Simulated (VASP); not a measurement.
Input of a VASP 6.6.1 run:

Contents of POSCAR:

```
BaZnPF
1.0
    4.0577035244      0.0000000000      0.0000000000
    0.0000000000      4.0577035244      0.0000000000
    0.0000000000      0.0000000000      9.2995740473
Ba Zn P F
2 2 2 2
Direct
    0.5000000000      0.0000000000      0.3311857407
    0.0000000000      0.5000000000      0.6688142593
    0.5000000000      0.5000000000      0.0000000000
    0.0000000000      0.0000000000      0.0000000000
    0.0000000000      0.5000000000      0.1468826657
    0.5000000000      0.0000000000      0.8531173343
    0.5000000000      0.5000000000      0.5000000000
    0.0000000000      0.0000000000      0.5000000000
```

Contents of INCAR.step1:

```
SYSTEM = BaZnPF
PREC = Accurate
ENCUT = 520
ISMEAR = 0
SIGMA = 0.01
LREAL = .False.
LASPH = .True.
NELM = 80
NBANDS = 44
GGA = PE
ALGO = Normal
EDIFF = 1E-4
LWAVE = .True.
LCHARG = .False.
```

The input INCAR.step2:

```
SYSTEM = BaZnPF
PREC = Accurate
ENCUT = 520
EDIFF = 1E-6
ISMEAR = 0
SIGMA = 0.01
LREAL = .False.
LASPH = .True.
NELM = 80
ALGO = Normal
ISIF = 2
LWAVE = .False.
LCHARG = .False.
METAGGA = R2SCAN
LMIXTAU = .True.
NBANDS = 44
ISTART = 1
```

Contents of KPOINTS:

```
regular mesh
0
Gamma
  6 6 2
  0 0 0
```

Potentials or basis: VASP PAW PBE potentials, release 64 (Ba_sv, Zn, P, F).

Launch:

```sh
$ cat potpaw_PBE.64/Ba_sv/POTCAR potpaw_PBE.64/Zn/POTCAR potpaw_PBE.64/P/POTCAR potpaw_PBE.64/F/POTCAR > POTCAR
$ cp INCAR.step1 INCAR
$ mpirun -np 1 vasp_std > vasp.out
$ cp INCAR.step2 INCAR
$ mpirun -np 1 vasp_std > vasp.out
```

(1) Predict the band gap on the k mesh.

(2) What does it give for the pressure?

(3) What does it give for the largest force?

## Answers

(1) 0.71 eV.

(2) 5.9 GPa.

(3) 0.506 eV/Å.

Caveat: the cell stands under pressure; semilocal functionals underestimate gaps, and a narrow one can read as zero; the PAW data sets were made with another functional, which shifts forces and pressure a little; spin-orbit coupling is left out, which moves the levels of the heavy elements.
